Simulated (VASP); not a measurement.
A run of VASP 6.6.1:

File INCAR:

```
SYSTEM = ZnS2
PREC = Accurate ; ENCUT = 520
EDIFF = 1E-6 ; ISMEAR = 0
SIGMA = 0.1 ; LREAL = .False.
LASPH = .True. ; NELM = 100
ALGO = Normal ; ISIF = 2
LWAVE = .False. ; LCHARG = .True.
GGA = PE ; LELF = .True.
LVHAR = .True. ; NBANDS = 19
```

KPOINTS

```
regular mesh
0
Gamma
  14 14 14
  0 0 0
```

The input POSCAR:

```
ZnS2
1.0
   -2.3503307507      2.3503307507      2.4876866714
    2.3503307507     -2.3503307507      2.4876866714
    2.3503307507      2.3503307507     -2.4876866714
Zn S
1 2
Direct
    0.5000000000      0.5000000000      0.0000000000
    0.2500000000      0.7500000000      0.5000000000
    0.7500000000      0.2500000000      0.5000000000
```

Potentials or basis: VASP PAW PBE potentials, release 64 (Zn, S).

Command:

```console
$ cat potpaw_PBE.64/Zn/POTCAR potpaw_PBE.64/S/POTCAR > POTCAR
$ mpirun -np 1 vasp_std > vasp.out
```

Hardware: 1 thread of Intel(R) Xeon(R) Platinum 8259CL CPU @ 2.50GHz (Skylake/Cascade Lake) (shared host).

Estimate the wall time of this run.

Wall time 2.6 min on 1 thread of Intel(R) Xeon(R) Platinum 8259CL CPU @ 2.50GHz (Skylake/Cascade Lake), on a shared host, peak memory 0.34 GiB. Counts: scf iterations 13, k points 244.
